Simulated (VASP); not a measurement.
SiO2:

```xyz
6
Lattice="-1.7022 1.7022 4.3581 1.7022 -1.7022 4.3581 1.7022 1.7022 -4.3581" Properties=species:S:1:pos:R:3 pbc="T T T"
Si    0.0000    0.0000    0.0000
Si    0.0000    1.7022    2.1791
O     0.0000    1.7022    3.9685
O     0.0000    0.0000    1.7894
O     0.0000    1.7022    0.3896
O     0.0000    0.0000    6.9268
```

* Program: VASP 6.6.1
* Task: relaxation of cell and atoms
* Functional: PBE
* Potentials or basis: VASP PAW PBE potentials, release 64 (Si, O)
* Cutoff: 600 eV
* k mesh: 8 × 8 × 8
* Occupations: gaussian, width 0.1 eV
* Spin: no spin polarisation

At the start: pressure 15.2 GPa; volume 8.42 Å³/atom.

Task: Where does the relaxation end?

Result: Over 9 steps the energy falls by 33.2 meV/atom and the volume is 8.83 Å³/atom (+4.9 %); space group I4_1/amd (No. 141, to 0.1 Å) before and after.

Step by step:
| step | energy change (eV) | largest force (eV/Å) | pressure (GPa) | volume (Å³) |
| --- | --- | --- | --- | --- |
| 1 | 0.0000 | 0.2620 | 15.16 | 50.51 |
| 2 | -0.0104 | 0.5478 | -15.00 | 56.54 |
| 3 | -0.1569 | 0.1454 | -1.87 | 53.44 |
| 4 | -0.1876 | 0.2740 | -0.08 | 53.33 |
| 5 | -0.1876 | 0.2543 | -0.18 | 53.34 |
| 6 | -0.1961 | 0.1154 | -0.54 | 53.24 |
| 7 | -0.1984 | 0.0104 | -0.87 | 53.16 |
| 8 | -0.1982 | 0.0366 | 1.06 | 52.75 |
| 9 | -0.1989 | 0.0106 | -0.01 | 52.97 |

Final structure:
```yaml
crystal:
  lattice:
    - [-1.76302, 1.76302, 4.26071]
    - [1.76302, -1.76302, 4.26071]
    - [1.76302, 1.76302, -4.26071]
  atoms:
    - { symbol: Si, position: [0.00000, 0.00000, 0.00000] }
    - { symbol: Si, position: [0.75000, 0.25000, 0.50000] }
    - { symbol: O, position: [0.95779, 0.45780, 0.50000] }
    - { symbol: O, position: [0.20780, 0.20780, 0.00000] }
    - { symbol: O, position: [0.54221, 0.04221, 0.50000] }
    - { symbol: O, position: [0.79221, 0.79221, 0.00000] }
```
